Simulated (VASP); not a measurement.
# Os (P6_3/mmc) in VASP: further runs, part 2 of 3

VASP 6.6.1.

### 3 Electric field gradients, PBE (z stretched by +2 % at fixed volume)

The input, INCAR:

```
SYSTEM = Os
PREC = Accurate ; ENCUT = 520
EDIFF = 1E-8 ; ISMEAR = -1
SIGMA = 0.05 ; LREAL = .False.
LASPH = .True. ; NELM = 100
ALGO = Normal ; ISIF = 2
LWAVE = .False. ; LCHARG = .False.
GGA = PE ; LEFG = .True.
NBANDS = 15
```

The input, KPOINTS:

```
Automatic mesh
0
Gamma
  15 15 9
  0 0 0
```

The input, POSCAR:

```
Os
1.0
    2.7071623731      0.0000000000      0.0000000000
   -1.3535811866      2.3444713873      0.0000000000
    0.0000000000      0.0000000000      4.4060940000
Os
2
Direct
    0.3333333333      0.6666666667      0.2500000000
    0.6666666667      0.3333333333      0.7500000000
```

Potentials or basis: VASP PAW PBE potentials, release 64 (Os).

Launch:

```
> cat potpaw_PBE.64/Os/POTCAR > POTCAR
> mpirun -np 1 vasp_std > vasp.out
```

OUTCAR:

```text
SYSTEM = Os
   PREC = Accurate
   ENCUT = 520
   EDIFF = 1E-8
   ISMEAR = -1
   LREAL = .False.
   LASPH = .True.
   NELM = 100
   ISIF = 2
   GGA = PE

 ion  position               nearest neighbor table
   1  0.333  0.667  0.250-   2 2.70   2 2.70   2 2.70   2 2.70   2 2.70   2 2.70
   2  0.667  0.333  0.750-   1 2.70   1 2.70   1 2.70   1 2.70   1 2.70   1 2.70

  LATTYP: Found a hexagonal cell.
 ALAT       =     2.7071623731
 C/A-ratio  =     1.6275691639

  Lattice vectors:

 A1 = (   2.7071623731,   0.0000000000,   0.0000000000)
 A2 = (  -1.3535811866,   2.3444713873,   0.0000000000)
 A3 = (   0.0000000000,   0.0000000000,   4.4060940000)

Analysis of symmetry for initial positions (statically):
=====================================================================
 Subroutine PRICEL returns:
 Original cell was already a primitive cell.

 Routine SETGRP: Setting up the symmetry group for a
 hexagonal supercell.

 Subroutine GETGRP returns: Found 24 space group operations
 (whereof 12 operations were pure point group operations)
 out of a pool of 24 trial point group operations.

The static configuration has the point symmetry D_3d.
 The point group associated with its full space group is D_6h.

Analysis of symmetry for dynamics (positions and initial velocities):
=====================================================================
 Subroutine PRICEL returns:
 Original cell was already a primitive cell.

 Routine SETGRP: Setting up the symmetry group for a
 hexagonal supercell.

 Subroutine GETGRP returns: Found 24 space group operations
 (whereof 12 operations were pure point group operations)
 out of a pool of 24 trial point group operations.

[... 168 lines left out ...]
     12      11.1788      0.00000
     13      18.1697      0.00000
     14      23.6685      0.00000
[... 401 lines left out ...]
      2       3.4178      2.00000
      3       3.4725      2.00000
      4       5.6084      2.00000
      5       5.8532      2.00000
      6       6.4035      2.00000
      7       7.6719      2.00000
      8      10.7895      0.00000
      9      11.4221      0.00000
     10      11.4608      0.00000
     11      14.8430      0.00000
     12      15.5289      0.00000
     13      17.9683      0.00000
     14      20.8539      0.00000
     15      23.0545      0.00000

 [... further k-points ...]
[... 5 lines left out ...]
  --------------------------------------------------------------------------------------
  -------------------------------------------------------------------------------------
  Total        2.5298557      2.5298557     -0.5747035     -0.0000000      0.0000000      0.0000000
  in kB      144.9416919    144.9416919    -32.9261857     -0.0000000      0.0000000      0.0000000
  external PRESSURE =      85.6523994 kB  Pullay stress =       0.0000000 kB

 VOLUME and BASIS-vectors are now :
 -----------------------------------------------------------------------------
  energy-cutoff  :      520.00
  volume of cell :       27.96
      direct lattice vectors                 reciprocal lattice vectors
     2.707162373  0.000000000  0.000000000     0.369390477  0.213267691  0.000000000
    -1.353581187  2.344471387  0.000000000     0.000000000  0.426535383  0.000000000
     0.000000000  0.000000000  4.406094000     0.000000000  0.000000000  0.226958390

 POSITION                                       TOTAL-FORCE (eV/Angst)
 -----------------------------------------------------------------------------------
     -0.00000      1.56298      1.10152        -0.000000      0.000000      0.000000
      1.35358      0.78149      3.30457         0.000000      0.000000      0.000000
 -----------------------------------------------------------------------------------
    total drift:                               -0.000000      0.000000     -0.000000

  FREE ENERGIE OF THE ION-ELECTRON SYSTEM (eV)
  ---------------------------------------------------
  free  energy   TOTEN  =       -22.4626597102 eV

  energy  without entropy=      -22.4539948449  energy(sigma->0) =      -22.45832728

 Electric field gradients (V/A^2)
---------------------------------------------------------------------
 ion       V_xx      V_yy      V_zz      V_xy      V_xz      V_yz
---------------------------------------------------------------------
   1       5.956     5.956   -11.912     0.000     0.000    -0.000
   2       5.956     5.956   -11.912     0.000    -0.000     0.000
---------------------------------------------------------------------

 Electric field gradients after diagonalization (V/A^2)
 (convention: |V_zz| > |V_xx| > |V_yy|)
----------------------------------------------------------------------
 ion       V_xx      V_yy      V_zz     asymmetry (V_yy - V_xx)/ V_zz
----------------------------------------------------------------------
   1       5.956     5.956   -11.912       0.000
   2       5.956     5.956   -11.912       0.000
----------------------------------------------------------------------

           NMR quadrupolar parameters

 Cq : quadrupolar parameter    Cq=e*Q*V_zz/h
 eta: asymmetry parameters     (V_yy - V_xx)/ V_zz
 Q  : nuclear electric quadrupole moment in mb (millibarn)
----------------------------------------------------------------------
 ion       Cq(MHz)       eta       Q (mb)
----------------------------------------------------------------------
   1      -0.029       0.000       1.000
   2      -0.029       0.000       1.000
----------------------------------------------------------------------
```

OSZICAR:

```text
N       E                     dE             d eps       ncg     rms          rms(c)
DAV:   1     0.102701750151E+03    0.10270E+03   -0.74769E+03  4050   0.103E+03
DAV:   2    -0.191419848087E+02   -0.12184E+03   -0.10645E+03  4106   0.327E+02
DAV:   3    -0.238294309398E+02   -0.46874E+01   -0.45491E+01  5541   0.567E+01
DAV:   4    -0.238617281533E+02   -0.32297E-01   -0.32262E-01  4337   0.490E+00
DAV:   5    -0.238619045544E+02   -0.17640E-03   -0.17639E-03  5604   0.343E-01    0.234E+01
DAV:   6    -0.227906820393E+02    0.10712E+01   -0.86862E-01  5100   0.794E+00    0.107E+01
DAV:   7    -0.224707548043E+02    0.31993E+00   -0.61652E-01  5219   0.655E+00    0.539E-01
DAV:   8    -0.224650436836E+02    0.57111E-02   -0.62382E-03  4169   0.604E-01    0.320E-01
DAV:   9    -0.224626586710E+02    0.23850E-02   -0.15115E-03  4897   0.390E-01    0.452E-02
DAV:  10    -0.224626856134E+02   -0.26942E-04   -0.54357E-05  5303   0.623E-02    0.842E-03
DAV:  11    -0.224626607018E+02    0.24912E-04   -0.48529E-06  4547   0.241E-02    0.115E-03
DAV:  12    -0.224626599561E+02    0.74572E-06   -0.79770E-08  5436   0.261E-03    0.793E-04
DAV:  13    -0.224626597535E+02    0.20252E-06   -0.17636E-09  3285   0.344E-04    0.139E-04
DAV:  14    -0.224626597141E+02    0.39475E-07   -0.21557E-10  2865   0.126E-04    0.308E-05
DAV:  15    -0.224626597102E+02    0.38511E-08   -0.67410E-11  2585   0.980E-05
   1 F= -.22462660E+02 E0= -.22458327E+02  d E =-.866487E-02
```

stdout:

```text
POSCAR found type information on POSCAR Os
 POSCAR found :  1 types and       2 ions
 scaLAPACK will be used
 LDA part: xc-table for (Slater+PW92), standard interpolation
 POSCAR, INCAR and KPOINTS ok, starting setup
 FFT: planning ... GRIDC
 FFT: planning ... GRID_SOFT
 FFT: planning ... GRID
 WAVECAR not read
 entering main loop
ion   1

ion   2
```

Run time: 74 s. Hardware: 1 thread of Intel Xeon 8259CL, shared host; peak memory 0.18 GiB.

What came out:

- Free energy: -22.4627 eV
- Pressure: 8.6 GPa
- Band gap on the k mesh: zero (bands 8 and 9 overlap by 4.03 eV)
- Largest electric field gradient by atom: Os -11.9 V/Å²

Stress tensor (GPa, compression positive):
```
14.49  0.00  0.00
 0.00 14.49  0.00
 0.00  0.00 -3.29
```

Levels at points of the mesh, in eV from the Fermi level:
```
           k point  band 4  band 5  band 6  band 7  band 8  band 9  band 10  band 11  band 12  band 13
(0.00, 0.00, 0.00)   -3.00   -3.00   -2.24   -2.24   -1.27   -1.27    -0.29     1.72     1.72     8.71
```

Electric field gradients, principal values (V/Å²):
```tsv
atom	least	middle	greatest (by size)
1 Os	5.956	5.956	-11.912
2 Os	5.956	5.956	-11.912
```

Caveat: the cell differs from its parent crystal (z stretched by +2 % at fixed volume); the cell stands under pressure; without QUAD_EFG the Cq values of the log hold for a quadrupole moment of 1 mb, not for the nuclei; spin-orbit coupling is left out, which moves the levels of the heavy elements.

### 4 Electric field gradients, PBE (13.28 Å³/atom)

This run uses another cell than the first one, of 13.28 Å³/atom.

The input, INCAR:

```
SYSTEM = Os
PREC = Accurate
ENCUT = 520
EDIFF = 1E-8
ISMEAR = -1
SIGMA = 0.05
LREAL = .False.
LASPH = .True.
NELM = 80
ALGO = Normal
ISIF = 2
LWAVE = .False.
LCHARG = .False.
GGA = PE
LEFG = .True.
NBANDS = 15
```

KPOINTS is that of step 3.

The input, POSCAR:

```
Os
1.0
    2.6877503439      0.0000000000      0.0000000000
   -1.3438751720      2.3276600768      0.0000000000
    0.0000000000      0.0000000000      4.2464705989
Os
2
Direct
    0.3333333333      0.6666666667      0.2500000000
    0.6666666667      0.3333333333      0.7500000000
```

Potentials or basis: VASP PAW PBE potentials, release 64 (Os).

Launch:

```
> cat potpaw_PBE.64/Os/POTCAR > POTCAR
> mpirun -np 1 vasp_std > vasp.out
```

OUTCAR:

```text
SYSTEM = Os
   PREC = Accurate
   ENCUT = 520
   EDIFF = 1E-8
   ISMEAR = -1
   LREAL = .False.
   LASPH = .True.
   NELM = 80
   ISIF = 2
   GGA = PE

 ion  position               nearest neighbor table
   1  0.333  0.667  0.250-   2 2.63   2 2.63   2 2.63   2 2.63   2 2.63   2 2.63
   2  0.667  0.333  0.750-   1 2.63   1 2.63   1 2.63   1 2.63   1 2.63   1 2.63

  LATTYP: Found a hexagonal cell.
 ALAT       =     2.6877503439
 C/A-ratio  =     1.5799349104

  Lattice vectors:

 A1 = (   2.6877503439,   0.0000000000,   0.0000000000)
 A2 = (  -1.3438751720,   2.3276600768,   0.0000000000)
 A3 = (   0.0000000000,   0.0000000000,   4.2464705989)

Analysis of symmetry for initial positions (statically):
=====================================================================
 Subroutine PRICEL returns:
 Original cell was already a primitive cell.

 Routine SETGRP: Setting up the symmetry group for a
 hexagonal supercell.

 Subroutine GETGRP returns: Found 24 space group operations
 (whereof 12 operations were pure point group operations)
 out of a pool of 24 trial point group operations.

The static configuration has the point symmetry D_3d.
 The point group associated with its full space group is D_6h.

Analysis of symmetry for dynamics (positions and initial velocities):
=====================================================================
 Subroutine PRICEL returns:
 Original cell was already a primitive cell.

 Routine SETGRP: Setting up the symmetry group for a
 hexagonal supercell.

 Subroutine GETGRP returns: Found 24 space group operations
 (whereof 12 operations were pure point group operations)
 out of a pool of 24 trial point group operations.

[... 169 lines left out ...]
     12      12.1021      0.00000
     13      19.9852      0.00000
     14      24.2781      0.00000
[... 401 lines left out ...]
      2       3.7181      2.00000
      3       3.8497      2.00000
      4       6.0629      2.00000
      5       6.3133      2.00000
      6       7.1388      2.00000
      7       8.5199      2.00000
      8      11.8344      0.00000
      9      12.4964      0.00000
     10      12.7182      0.00000
     11      15.7157      0.00000
     12      16.4310      0.00000
     13      18.9158      0.00000
     14      22.1760      0.00000
     15      24.8809      0.00000

 [... further k-points ...]
[... 5 lines left out ...]
  --------------------------------------------------------------------------------------
  -------------------------------------------------------------------------------------
  Total        5.6138823      5.6138823      6.0288153     -0.0000000      0.0000000     -0.0000000
  in kB      338.5612710    338.5612710    363.5850014     -0.0000000      0.0000000     -0.0000000
  external PRESSURE =     346.9025144 kB  Pullay stress =       0.0000000 kB

 VOLUME and BASIS-vectors are now :
 -----------------------------------------------------------------------------
  energy-cutoff  :      520.00
  volume of cell :       26.57
      direct lattice vectors                 reciprocal lattice vectors
     2.687750344  0.000000000  0.000000000     0.372058366  0.214807998  0.000000000
    -1.343875172  2.327660077  0.000000000     0.000000000  0.429615995  0.000000000
     0.000000000  0.000000000  4.246470599     0.000000000  0.000000000  0.235489679

 POSITION                                       TOTAL-FORCE (eV/Angst)
 -----------------------------------------------------------------------------------
     -0.00000      1.55177      1.06162        -0.000000      0.000000      0.000000
      1.34388      0.77589      3.18485         0.000000     -0.000000      0.000000
 -----------------------------------------------------------------------------------
    total drift:                                0.000000     -0.000000     -0.000000

  FREE ENERGIE OF THE ION-ELECTRON SYSTEM (eV)
  ---------------------------------------------------
  free  energy   TOTEN  =       -22.3072054355 eV

  energy  without entropy=      -22.2996804975  energy(sigma->0) =      -22.30344297

 Electric field gradients (V/A^2)
---------------------------------------------------------------------
 ion       V_xx      V_yy      V_zz      V_xy      V_xz      V_yz
---------------------------------------------------------------------
   1      42.849    42.849   -85.698     0.000     0.000    -0.000
   2      42.849    42.849   -85.698     0.000    -0.000     0.000
---------------------------------------------------------------------

 Electric field gradients after diagonalization (V/A^2)
 (convention: |V_zz| > |V_xx| > |V_yy|)
----------------------------------------------------------------------
 ion       V_xx      V_yy      V_zz     asymmetry (V_yy - V_xx)/ V_zz
----------------------------------------------------------------------
   1      42.849    42.849   -85.698       0.000
   2      42.849    42.849   -85.698       0.000
----------------------------------------------------------------------

           NMR quadrupolar parameters

 Cq : quadrupolar parameter    Cq=e*Q*V_zz/h
 eta: asymmetry parameters     (V_yy - V_xx)/ V_zz
 Q  : nuclear electric quadrupole moment in mb (millibarn)
----------------------------------------------------------------------
 ion       Cq(MHz)       eta       Q (mb)
----------------------------------------------------------------------
   1      -0.207       0.000       1.000
   2      -0.207       0.000       1.000
----------------------------------------------------------------------
```

OSZICAR:

```text
N       E                     dE             d eps       ncg     rms          rms(c)
DAV:   1     0.108417374517E+03    0.10842E+03   -0.75407E+03  4050   0.104E+03
DAV:   2    -0.189146327211E+02   -0.12733E+03   -0.11118E+03  4134   0.334E+02
DAV:   3    -0.236021025130E+02   -0.46875E+01   -0.45611E+01  5464   0.580E+01
DAV:   4    -0.236327982579E+02   -0.30696E-01   -0.30670E-01  4477   0.479E+00
DAV:   5    -0.236329594013E+02   -0.16114E-03   -0.16114E-03  5535   0.330E-01    0.263E+01
DAV:   6    -0.226462472710E+02    0.98671E+00   -0.69625E-01  5198   0.709E+00    0.127E+01
DAV:   7    -0.223148684356E+02    0.33138E+00   -0.57997E-01  5177   0.634E+00    0.605E-01
DAV:   8    -0.223088513605E+02    0.60171E-02   -0.71538E-03  4190   0.673E-01    0.341E-01
DAV:   9    -0.223072197458E+02    0.16316E-02   -0.14619E-03  5086   0.381E-01    0.326E-02
DAV:  10    -0.223072235411E+02   -0.37953E-05   -0.37438E-05  5149   0.476E-02    0.763E-03
DAV:  11    -0.223072066274E+02    0.16914E-04   -0.30241E-06  4736   0.205E-02    0.159E-03
DAV:  12    -0.223072055473E+02    0.10801E-05   -0.76856E-08  5303   0.295E-03    0.321E-04
DAV:  13    -0.223072054844E+02    0.62819E-07   -0.12084E-09  3418   0.375E-04    0.195E-04
DAV:  14    -0.223072054031E+02    0.81284E-07   -0.26730E-10  2767   0.157E-04    0.137E-04
DAV:  15    -0.223072054334E+02   -0.30266E-07   -0.52964E-11  2683   0.791E-05    0.411E-06
DAV:  16    -0.223072054355E+02   -0.20830E-08   -0.56272E-12  2382   0.212E-05
   1 F= -.22307205E+02 E0= -.22303443E+02  d E =-.752494E-02
```

stdout:

```text
POSCAR found type information on POSCAR Os
 POSCAR found :  1 types and       2 ions
 scaLAPACK will be used
 LDA part: xc-table for (Slater+PW92), standard interpolation
 POSCAR, INCAR and KPOINTS ok, starting setup
 FFT: planning ... GRIDC
 FFT: planning ... GRID_SOFT
 FFT: planning ... GRID
 WAVECAR not read
 entering main loop
ion   1

ion   2
```

It took 76 s on 1 thread of Intel Xeon Platinum 8259CL at 2.50GHz (Skylake/Cascade Lake), shared host; peak memory 0.17 GiB.

Results:

```
Free energy                             : -22.3072 eV
Pressure                                : 34.7 GPa
Band gap on the k mesh                  : zero (bands 8 and 9 overlap by 4.15 eV)
Largest electric field gradient by atom : Os -85.7 V/Å²
```

Electric field gradients, principal values (V/Å²):
| atom | least | middle | greatest (by size) |
| --- | --- | --- | --- |
| 1 Os | 42.849 | 42.849 | -85.698 |
| 2 Os | 42.849 | 42.849 | -85.698 |

Caveat: the cell stands under pressure; without QUAD_EFG the Cq values of the log hold for a quadrupole moment of 1 mb, not for the nuclei; spin-orbit coupling is left out, which moves the levels of the heavy elements.

(Part 2 of 3 ends here.)
